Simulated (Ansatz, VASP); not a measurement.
# One calculation of Ga4P, two programs

INCAR

```
PREC = Accurate ; ENCUT = 520
EDIFF = 1E-7 ; ISMEAR = 0
SIGMA = 0.1 ; LREAL = F
LASPH = T ; NELM = 60
ALGO = Normal ; ISIF = 2
LWAVE = F ; LCHARG = F
GGA = PE ; NBANDS = 36
```

KPOINTS

```
regular mesh
0
Gamma
  4 4 4
```

POSCAR

```
Ga4P
1.0
   -2.8254889300      2.8254889300      2.8254889300
    2.8254889300     -2.8254889300      2.8254889300
    2.8254889300      2.8254889300     -2.8254889300
Ga P
4 1
Direct
    0.0000000000      0.0000000000      0.5000000000
    0.5000000000      0.0000000000      0.0000000000
    0.5000000000      0.5000000000      0.5000000000
    0.0000000000      0.5000000000      0.0000000000
    0.0000000000      0.0000000000      0.0000000000
```

Input for Ansatz:

```yaml
crystal:
  lattice:
    - [-2.82548893, 2.82548893, 2.82548893]
    - [2.82548893, -2.82548893, 2.82548893]
    - [2.82548893, 2.82548893, -2.82548893]
  atoms:
    - { symbol: Ga, position: [0.0, 0.0, 0.5] }
    - { symbol: Ga, position: [0.5, 0.0, 0.0] }
    - { symbol: Ga, position: [0.5, 0.5, 0.5] }
    - { symbol: Ga, position: [0.0, 0.5, 0.0] }
    - { symbol: P, position: [0.0, 0.0, 0.0] }
basis:
  ecutwfc: 420
kpoints:
  mp_grid: { grid: [4, 4, 4] }
hamiltonian:
  xc: pbe
scf:
  occupations: { method: gaussian, width: 0.1 }
  lower_state_search: "off"
output:
  forces: true
  stress: true
  eigenvalues: true
```

Change from the starting cell: species swapped into the NiHg4 type (Im-3m, No. 229).

Alike in both runs: task single point; functional PBE; k mesh 4 × 4 × 4; occupations gaussian, width 0.1 eV; no spin polarisation.

|  | VASP | Ansatz |
| --- | --- | --- |
| version | VASP 6.6.1 | Ansatz 0.2.0 |
| potentials or method | VASP PAW PBE potentials, release 64 (Ga_d, P), cutoff 520 eV | scalar-relativistic, plane waves, PAW |
| valence electrons in the cell | 57 | 57 |

```csv
,VASP,Ansatz,Ansatz less VASP
gap on the k mesh at the Fermi level (eV),none,none,-
pressure (GPa),9.3,9.2,-0.10
```

A gap of «none» marks a metal or a gap that the smearing closes.

The k mesh is coarse, so the values compare programs but aren't converged.
